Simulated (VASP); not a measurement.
# Si2Ni (Fm-3m) in VASP: notebook

The runs below take Si2Ni through single point, with PBE.

All numbers are computed with VASP 6.6.1; they aren't measurements. Logs are shortened: lines on timing, memory, paths and dates and some standing lists are left out, and cuts for length are marked.

## (1) The cell of the first run

The structure is cubic, space group Fm-3m (No. 225). The conventional cell has a = 5.296 Å, b = 5.296 Å, c = 5.296 Å, α = 90.00°, β = 90.00°, γ = 90.00°. Si (site symmetry -43m) has 4 Ni at 2.29 Å and 6 Si at 2.65 Å within 3.0 Å. Ni (site symmetry m-3m) has 8 Si at 2.29 Å within 3.0 Å.

## (2) Single point, PBE, collinear spin, ferromagnetic start

INCAR reads:

```
SYSTEM = Si2Ni
PREC     = Accurate       ! precision mode
ENCUT    = 520            ! plane-wave cutoff, eV
EDIFF    = 1E-6           ! SCF threshold, eV
ISMEAR   = -1             ! smearing method
SIGMA    = 0.1            ! smearing width, eV
LREAL    = .FALSE.        ! projectors in reciprocal space
LASPH    = .TRUE.         ! aspherical terms in the spheres
NELM     = 150            ! most SCF steps
ALGO     = Normal         ! electronic algorithm
ISIF     = 2              ! what is computed and relaxed
LWAVE    = .FALSE.        ! write WAVECAR
LCHARG   = .FALSE.        ! write CHGCAR
ISPIN    = 2              ! spin polarisation
MAGMOM   = 0 0 1.5        ! initial moments
LORBIT   = 11             ! projections on sites
LMAXMIX  = 4              ! l up to which the mixer works
GGA      = PE             ! functional
NBANDS   = 20             ! bands
```

KPOINTS reads:

```
regular mesh
0
G
  9 9 9
  0 0 0
```

POSCAR reads:

```
Si2Ni
1.0
    0.0000000000      2.6478212519      2.6478212519
    2.6478212519      0.0000000000      2.6478212519
    2.6478212519      2.6478212519      0.0000000000
Si Ni
2 1
Direct
    0.2500000000      0.2500000000      0.2500000000
    0.7500000000      0.7500000000      0.7500000000
    0.0000000000      0.0000000000      0.0000000000
```

Potentials or basis: VASP PAW PBE potentials, release 64 (Si, Ni).

On the command line:

```sh
$ cat potpaw_PBE.64/Si/POTCAR potpaw_PBE.64/Ni/POTCAR > POTCAR
$ mpirun -np 1 vasp_std > vasp.out
```

OUTCAR:

```text
SYSTEM = Si2Ni
   PREC = Accurate
   ENCUT = 520
   EDIFF = 1E-6
   ISMEAR = -1
   LREAL = .FALSE.
   LASPH = .TRUE.
   NELM = 150
   ISIF = 2
   ISPIN = 2
   LORBIT = 11
   GGA = PE

 ion  position               nearest neighbor table
   1  0.250  0.250  0.250-   3 2.29   3 2.29   3 2.29   3 2.29   2 2.65   2 2.65   2 2.65   2 2.65
                             2 2.65   2 2.65
   2  0.750  0.750  0.750-   3 2.29   3 2.29   3 2.29   3 2.29   1 2.65   1 2.65   1 2.65   1 2.65
                             1 2.65   1 2.65
   3  0.000  0.000  0.000-   2 2.29   2 2.29   2 2.29   1 2.29   2 2.29   1 2.29   1 2.29   1 2.29

  LATTYP: Found a face centered cubic cell.
 ALAT       =     5.2956425038

  Lattice vectors:

 A1 = (   0.0000000000,   2.6478212519,   2.6478212519)
 A2 = (   2.6478212519,   0.0000000000,   2.6478212519)
 A3 = (   2.6478212519,   2.6478212519,   0.0000000000)

Analysis of symmetry for initial positions (statically):
=====================================================================
 Subroutine PRICEL returns:
 Original cell was already a primitive cell.

 Routine SETGRP: Setting up the symmetry group for a
 face centered cubic supercell.

 Subroutine GETGRP returns: Found 48 space group operations
 (whereof 48 operations were pure point group operations)
 out of a pool of 48 trial point group operations.

The static configuration has the point symmetry O_h .

Analysis of symmetry for dynamics (positions and initial velocities):
=====================================================================
 Subroutine PRICEL returns:
 Original cell was already a primitive cell.

 Routine SETGRP: Setting up the symmetry group for a
 face centered cubic supercell.

 Subroutine GETGRP returns: Found 48 space group operations
 (whereof 48 operations were pure point group operations)
 out of a pool of 48 trial point group operations.

The dynamic configuration has the point symmetry O_h .

Analysis of structural, dynamic, and magnetic symmetry:
=====================================================================
 Subroutine PRICEL returns:
 Original cell was already a primitive cell.

 Routine SETGRP: Setting up the symmetry group for a
 face centered cubic supercell.

 Subroutine GETGRP returns: Found 48 space group operations
 (whereof 48 operations were pure point group operations)
 out of a pool of 48 trial point group operations.

The overall configuration has the point symmetry O_h .

 Subroutine INISYM returns: Found 48 space group operations
 (whereof 48 operations are pure point group operations),
[... 117 lines left out ...]
     AMIX     =   0.40;   BMIX     =  1.00
     AMIX_MAG =   1.60;   BMIX_MAG =  1.00
  volume/ion in A,a.u.               =      12.38        83.52
  Fermi-wavevector in a.u.,A,eV,Ry     =   1.286077  2.430333 22.503959  1.653994
  Thomas-Fermi vector in A             =   2.418173
   LORBIT       =     11    0 simple, 1 ext, 2 COOP (PROOUT), +10 PAW based schemes
   GGA     = PE    functional components
   LHFCALC =     F    Hartree Fock is set to
   AEXX    =    0.0000 exact exchange contribution
   IVDW    =     0    specifies the selected vdW correction
   LEPSILON=     F    determine dielectric tensor
   LRPA    =     F    only Hartree local field effects (RPA)
 spin polarized calculation
  energy-cutoff  :      520.00
  volume of cell :       37.13
 maximum number of plane-waves:      1018
   NGX = 13   NGY = 13   NGZ = 13

 number of electron      17.9999994 magnetization       0.0003360

 number of electron      17.9999994 magnetization      -0.0000985

 Free energy of the ion-electron system (eV)
  ---------------------------------------------------
  ext. energy  EPLUGINS =         0.00000000
  ---------------------------------------------------
  free energy    TOTEN  =       -17.24411734 eV

  energy without entropy =      -17.21104423  energy(sigma->0) =      -17.22758078

 E-fermi :  11.4423     XC(G=0): -11.8741

 val. band max:       11.4015556430   @ k =   0.2222   0.0000   0.0000
 cond. band min:      11.4740686744   @ k =   0.3333   0.2222   0.0000
 fundamental gap:      0.0725130314
 Fermi energy:        11.4423198910

 spin component 1

 k-point     1 :       0.0000    0.0000    0.0000
  band No.  band energies     occupation
      1      -3.0619      1.00000
      2       5.7704      1.00000
      3       5.7704      1.00000
      4       5.7704      1.00000
      5       7.5243      1.00000
      6       7.5243      1.00000
[... 541 lines left out ...]
     19      25.5034      0.00000
     20      25.7224      0.00000

 [... further k-points ...]

 spin component 2

 k-point     1 :       0.0000    0.0000    0.0000
  band No.  band energies     occupation
      1      -3.0620      1.00000
      2       5.7703      1.00000
      3       5.7703      1.00000
      4       5.7703      1.00000
      5       7.5243      1.00000
      6       7.5243      1.00000
[... 541 lines left out ...]
     19      25.5033      0.00000
     20      25.7223      0.00000

 [... further k-points ...]
[... 5 lines left out ...]
  --------------------------------------------------------------------------------------
  -------------------------------------------------------------------------------------
  Total        3.3998000      3.3998000      3.3998000     -0.0000000     -0.0000000      0.0000000
  in kB      146.7127885    146.7127885    146.7127885     -0.0000000     -0.0000000      0.0000000
  external PRESSURE =     146.7127885 kB  Pullay stress =       0.0000000 kB

 VOLUME and BASIS-vectors are now :
 -----------------------------------------------------------------------------
  energy-cutoff  :      520.00
  volume of cell :       37.13
      direct lattice vectors                 reciprocal lattice vectors
     0.000000000  2.647821252  2.647821252    -0.188834499  0.188834499  0.188834499
     2.647821252  0.000000000  2.647821252     0.188834499 -0.188834499  0.188834499
     2.647821252  2.647821252  0.000000000     0.188834499  0.188834499 -0.188834499

 POSITION                                       TOTAL-FORCE (eV/Angst)
 -----------------------------------------------------------------------------------
      1.32391      1.32391      1.32391         0.000000      0.000000     -0.000000
      3.97173      3.97173      3.97173        -0.000000     -0.000000      0.000000
      0.00000      0.00000      0.00000        -0.000000     -0.000000      0.000000
 -----------------------------------------------------------------------------------
    total drift:                               -0.000000     -0.000000      0.000000

  FREE ENERGIE OF THE ION-ELECTRON SYSTEM (eV)
  ---------------------------------------------------
  free  energy   TOTEN  =       -17.2441173412 eV

  energy  without entropy=      -17.2110442256  energy(sigma->0) =      -17.22758078

 total charge

# of ion       s       p       d       tot
------------------------------------------
    1        0.733   0.889   0.000   1.622
    2        0.733   0.889   0.000   1.622
    3        0.593   0.894   8.488   9.975
--------------------------------------------------
tot          2.060   2.671   8.488  13.219

 magnetization (x)

# of ion       s       p       d       tot
------------------------------------------
    1       -0.000  -0.000   0.000  -0.000
    2       -0.000  -0.000   0.000  -0.000
    3       -0.000  -0.000   0.000  -0.000
--------------------------------------------------
tot         -0.000  -0.000   0.000  -0.000
```

OSZICAR:

```text
N       E                     dE             d eps       ncg     rms          rms(c)
DAV:   1     0.765337517289E+02    0.76534E+02   -0.71646E+03  2840   0.906E+02
DAV:   2    -0.137963378601E+02   -0.90330E+02   -0.80722E+02  2956   0.204E+02
DAV:   3    -0.189918616802E+02   -0.51955E+01   -0.50698E+01  3312   0.499E+01
DAV:   4    -0.190740023485E+02   -0.82141E-01   -0.81961E-01  3240   0.566E+00
DAV:   5    -0.190756794426E+02   -0.16771E-02   -0.16769E-02  3380   0.884E-01    0.186E+01
DAV:   6    -0.234061165181E+02   -0.43304E+01   -0.28406E+01  3156   0.117E+02    0.233E+01
DAV:   7    -0.173352512124E+02    0.60709E+01   -0.89301E+00  3524   0.736E+01    0.340E+00
DAV:   8    -0.172947040800E+02    0.40547E-01   -0.91853E-01  3776   0.133E+01    0.276E+00
DAV:   9    -0.172471181435E+02    0.47586E-01   -0.19390E-01  3328   0.797E+00    0.673E-01
DAV:  10    -0.172439270898E+02    0.31911E-02   -0.97217E-03  3832   0.183E+00    0.284E-01
DAV:  11    -0.172440694518E+02   -0.14236E-03   -0.13023E-03  4132   0.396E-01    0.160E-01
DAV:  12    -0.172441082560E+02   -0.38804E-04   -0.12363E-04  3620   0.173E-01    0.447E-02
DAV:  13    -0.172441160357E+02   -0.77797E-05   -0.17887E-05  3284   0.486E-02    0.141E-02
DAV:  14    -0.172441174085E+02   -0.13728E-05   -0.27504E-06  3204   0.216E-02    0.677E-03
DAV:  15    -0.172441173412E+02    0.67319E-07   -0.75493E-07  2712   0.960E-03
   1 F= -.17244117E+02 E0= -.17227581E+02  d E =-.330731E-01  mag=     0.0001
```

Run time: 2 min. Hardware: 1 thread of AMD EPYC 7R13, shared host; peak memory 0.16 GiB.

What came out:

| Quantity | Value |
| --- | --- |
| Free energy | -17.2441 eV |
| Pressure | 14.7 GPa |
| Band gap on the k mesh | zero (filled and empty bands overlap) |
| Net moment | 0.00 μB per cell |
| Valence electrons inside the program's atomic spheres | Si 1.62; Ni 9.97 |

Levels at points of the mesh, in eV from the Fermi level:
Spin up:
```csv
k point,band 5,band 6,band 7,band 8,band 9,band 10,band 11,band 12,band 13,band 14
"(0.00, 0.00, 0.00)",-3.92,-3.92,0.16,1.74,1.74,1.74,2.12,2.12,2.12,4.82
```
Spin down:
```csv
k point,band 7,band 8,band 9,band 10,band 11,band 12
"(0.00, 0.00, 0.00)",0.16,1.74,1.74,1.74,2.12,2.12
```

Caveat: the starting moments collapsed, and a magnetic state may lie lower.

## (3) Single point, PBE, collinear spin, ferromagnetic start

This run uses another cell than the first one, of 12.77 Å³/atom, 1.032 times its volume.

INCAR reads:

```
PREC = Accurate ; ENCUT = 520
EDIFF = 1E-6 ; ISMEAR = -1
SIGMA = 0.1 ; LREAL = F
LASPH = T ; NELM = 150
ALGO = Normal ; ISIF = 2
LWAVE = F ; LCHARG = F
ISPIN = 2 ; MAGMOM = 0 0 1.5
LORBIT = 11 ; LMAXMIX = 4
GGA = PE ; NBANDS = 20
```

KPOINTS reads:

```
regular mesh
0
Gamma
  9 9 9
```

POSCAR reads:

```
Si2Ni
1.0
    0.0000000000      2.6756951029      2.6756951029
    2.6756951029      0.0000000000      2.6756951029
    2.6756951029      2.6756951029      0.0000000000
Si Ni
2 1
Direct
    0.2500000000      0.2500000000      0.2500000000
    0.7500000000      0.7500000000      0.7500000000
    0.0000000000      0.0000000000      0.0000000000
```

Potentials or basis: VASP PAW PBE potentials, release 64 (Si, Ni).

On the command line:

```sh
$ cat potpaw_PBE.64/Si/POTCAR potpaw_PBE.64/Ni/POTCAR > POTCAR
$ mpirun -np 1 vasp_std > vasp.out
```

Wall time 2 min (1 thread of AMD EPYC 7R13, shared host); peak memory 0.16 GiB.

The run converged. Its results:

```
Free energy                                           : -17.3305 eV
Pressure                                              : 8.7 GPa
Band gap on the k mesh                                : zero (filled and empty bands overlap)
Net moment                                            : 0.00 μB per cell
Valence electrons inside the program's atomic spheres : Si 1.60; Ni 9.89
```

Levels at points of the mesh, in eV from the Fermi level:
Spin up:
```tsv
k point	band 5	band 6	band 7	band 8	band 9	band 10	band 11	band 12	band 13	band 14
(0.00, 0.00, 0.00)	-3.71	-3.71	-0.08	1.72	1.72	1.72	2.21	2.21	2.21	4.77
```
Spin down:
```
           k point  band 7  band 8  band 9  band 10  band 11  band 12
(0.00, 0.00, 0.00)   -0.08    1.72    1.72     1.72     2.21     2.21
```

Caveat: the starting moments collapsed, and a magnetic state may lie lower.

## (4) Single point, PBE, collinear spin, ferromagnetic start

This run uses another cell than the first one, of 13.17 Å³/atom, 1.064 times its volume.

INCAR reads:

```
PREC = Accurate
ENCUT = 520
EDIFF = 1E-6
ISMEAR = -1
SIGMA = 0.1
LREAL = F
LASPH = T
NELM = 150
ALGO = Normal
ISIF = 2
LWAVE = F
LCHARG = F
ISPIN = 2
MAGMOM = 0 0 1.5
LORBIT = 11
LMAXMIX = 4
GGA = PE
NBANDS = 20
```

KPOINTS is that of step 3.

POSCAR reads:

```
Si2Ni
1.0
    0.0000000000      2.7030000000      2.7030000000
    2.7030000000      0.0000000000      2.7030000000
    2.7030000000      2.7030000000      0.0000000000
Si Ni
2 1
Direct
    0.2500000000      0.2500000000      0.2500000000
    0.7500000000      0.7500000000      0.7500000000
    0.0000000000      0.0000000000      0.0000000000
```

On the command line:

```sh
$ cat potpaw_PBE.64/Si/POTCAR potpaw_PBE.64/Ni/POTCAR > POTCAR
$ mpirun -np 1 vasp_std > vasp.out
```

Run time: 2.2 min. Hardware: 1 thread of AMD EPYC 7R13, shared host; peak memory 0.17 GiB.

The run converged. Its results:

```
Free energy                                           : -17.3759 eV
Pressure                                              : 3.5 GPa
Band gap on the k mesh                                : zero (filled and empty bands overlap)
Net moment                                            : 0.00 μB per cell
Valence electrons inside the program's atomic spheres : Si 1.59; Ni 9.81
```

Levels at points of the mesh, in eV from the Fermi level:
Spin up:
```csv
k point,band 5,band 6,band 7,band 8,band 9,band 10,band 11,band 12,band 13,band 14
"(0.00, 0.00, 0.00)",-3.51,-3.51,-0.30,1.70,1.70,1.70,2.29,2.29,2.29,4.73
```
Spin down:
```
           k point  band 6  band 7  band 8  band 9  band 10  band 11  band 12  band 13
(0.00, 0.00, 0.00)   -3.51   -0.30    1.70    1.70     1.70     2.29     2.29     2.29
```

Caveat: the starting moments collapsed, and a magnetic state may lie lower.
